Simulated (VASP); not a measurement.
Wanted: the native input for a VASP 6.6.1 run.

- Task: single point
- Functional: BLYP
- Potentials or basis: VASP PAW PBE potentials, release 64 (Hf_pv, N)
- Cutoff: 520 eV
- k mesh: 8 × 8 × 8, shifted
- Occupations: gaussian, width 0.1 eV
- Spin: no spin polarisation
- Dipole correction: no
- Further INCAR settings: ALGO = Normal; EDIFF = 1e-07; NBANDS = 14; ISYM = 0

The structure of HfN lies in POSCAR:

```
HfN
1.0
    3.4716430000      0.0000000000      0.0000000000
    1.7358215000      3.0065310309      0.0000000000
    1.7358215000      1.0021770103      2.8345846397
Hf N
1 1
Direct
    0.0000000000      0.0000000000      0.0000000000
    0.7500000000      0.7500000000      0.7500000000
```

These files were run (other wordings do the same):

INCAR

```
AGGAC    = 1.0          
AGGAX    = 1.0          
ALDAC    = 0.0          
ALDAX    = 1.0          
ALGO     = Normal         # electronic algorithm
EDIFF    = 1E-7           # SCF threshold, eV
ENCUT    = 520            # plane-wave cutoff, eV
GGA      = B5             # functional
ISIF     = 2              # what is computed and relaxed
ISMEAR   = 0              # smearing method
ISYM     = 0            
LASPH    = T              # aspherical terms in the spheres
LCHARG   = F              # write CHGCAR
LREAL    = F              # projectors in reciprocal space
LWAVE    = F              # write WAVECAR
NBANDS   = 14             # bands
NELM     = 60             # most SCF steps
PREC     = Accurate       # precision mode
SIGMA    = 0.1            # smearing width, eV
```

KPOINTS

```
Automatic mesh
0
Gamma
  8 8 8
  0.5 0.5 0.5
```

Potentials or basis: VASP PAW PBE potentials, release 64 (Hf_pv, N).

Launch:

```bash
$ cat potpaw_PBE.64/Hf_pv/POTCAR potpaw_PBE.64/N/POTCAR > POTCAR
$ mpirun -np 1 vasp_std > vasp.out
```

Results of the run:

The pressure is 5.6 GPa and the band gap on the k mesh is zero (an odd number of electrons rules out a gap without spin polarisation).

Caveat: the cell stands under pressure; the PAW data sets were made with another functional, which shifts forces and pressure a little; spin-orbit coupling is left out, which moves the levels of the heavy elements.

Run time: 11 min on 1 thread of Intel Xeon 8259CL, with other jobs on the host, peak memory 0.53 GiB.
